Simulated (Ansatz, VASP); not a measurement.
## Ti: VASP beside Ansatz

File POSCAR:

```
Ti
1.0
    2.9358559451      0.0000000000      0.0000000000
   -1.4679279726      2.5425258303      0.0000000000
    0.0000000000      0.0000000000      4.6416239676
Ti
2
Direct
    0.3333333333      0.6666666667      0.2500000000
    0.6666666667      0.3333333333      0.7500000000
```

INCAR.step1

```
SYSTEM = Ti
  PREC = Accurate
  ENCUT = 520
  ISMEAR = -1
  SIGMA = 0.6
  LREAL = .False.
  LASPH = .True.
  NELM = 60
  NBANDS = 19
  GGA = PE
  ALGO = Normal
  EDIFF = 1E-4
  LWAVE = .True.
  LCHARG = .False.
```

The input INCAR.step2:

```
SYSTEM = Ti
  PREC = Accurate
  ENCUT = 520
  EDIFF = 1E-6
  ISMEAR = -1
  SIGMA = 0.6
  LREAL = .False.
  LASPH = .True.
  NELM = 60
  ALGO = Normal
  ISIF = 2
  LWAVE = .False.
  LCHARG = .True.
  METAGGA = R2SCAN
  LMIXTAU = .True.
  LELF = .True.
  LVHAR = .True.
  NBANDS = 19
  ISTART = 1
```

The input KPOINTS:

```
regular mesh
0
Gamma
  12 12 7
  0 0 0
```

Input for Ansatz:

```yaml
crystal:
  lattice:
    - [2.9358559451, 0.0, 0.0]
    - [-1.4679279726, 2.5425258303, 0.0]
    - [0.0, 0.0, 4.6416239676]
  atoms:
    - { symbol: Ti, position: [0.3333333333, 0.6666666667, 0.25] }
    - { symbol: Ti, position: [0.6666666667, 0.3333333333, 0.75] }
hamiltonian:
  xc: r2scan
  pseudopotentials:
    kind: paw
    azcp:
      Ti: "pseudopotentials/Ti.paw.azcp"
basis:
  ecutwfc: 500
  fft_grid_basis: typed
kpoints:
  mp_grid: { grid: [12, 12, 7], shift: [0, 0, 0] }
magnetization:
  spin_polarized: false
scf:
  occupations: { method: fermi_dirac, width: 0.6 }
  lower_state_search: "off"
output:
  stress: true
  write_density: true
  write_potential: true
  elf: true
  volumetric_format: npy
```

Alike in both runs: task single point; functional r2SCAN; k mesh 12 × 12 × 7; occupations fermi-dirac, width 0.6 eV; no spin polarisation.

|  | VASP | Ansatz |
| --- | --- | --- |
| version | VASP 6.6.1 | Ansatz 0.2.0 |
| potentials or method | VASP PAW PBE potentials, release 64 (Ti_sv), cutoff 520 eV | plane waves (500 eV) with PAW, scalar-relativistic |
| valence electrons in the cell | 24 | 24 |

Ansatz gave:

```
pressure (GPa)                                                : 7.5
traceless stress, the component that is largest in VASP (GPa) : 1.90
```

Q: What did VASP give for the same quantities?

A: Pressure (GPa): 7.9; traceless stress, the component that is largest in VASP (GPa): 1.91.

VASP's potentials were made for PBE, not for r2SCAN. The functional is the same, so the differences come from potentials, cutoffs and numerics.
